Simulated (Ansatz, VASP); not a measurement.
NbAl6W: VASP beside Ansatz

```
CELL_PARAMETERS angstrom
0.00000 5.05746 5.05746
5.05746 0.00000 5.05746
5.05746 5.05746 0.00000
ATOMIC_POSITIONS crystal
Al 0.75505 0.24495 0.24495
Al 0.24495 0.75505 0.75505
Al 0.24495 0.75505 0.24495
Al 0.75505 0.24495 0.75505
Al 0.24495 0.24495 0.75505
Al 0.75505 0.75505 0.24495
Nb 0.50000 0.50000 0.50000
W 0.00000 0.00000 0.00000
```

Alike in both runs: functional PBE; k mesh 4 × 4 × 4; occupations gaussian, width 0.1 eV; no spin polarisation.

Ansatz relaxed the structure, and its values are those at the end. VASP's run is a single point on that final structure, the one shown.

|  | VASP | Ansatz |
| --- | --- | --- |
| version | VASP 6.6.1 | Ansatz 0.2.0 |
| potentials or method | VASP PAW PBE potentials, release 64 (Al, Nb_sv, W_sv), cutoff 500 eV | scalar-relativistic, plane waves, PAW |
| valence electrons in the cell | 45 | 45 |

|  | VASP | Ansatz | Ansatz less VASP |
| --- | --- | --- | --- |
| gap on the k mesh at the Fermi level (eV) | none | none | - |
| pressure (GPa) | -0.1 | -0.1 | +0.04 |

A gap of «none» marks a metal or a gap that the smearing closes.

Spin-orbit coupling is off throughout.
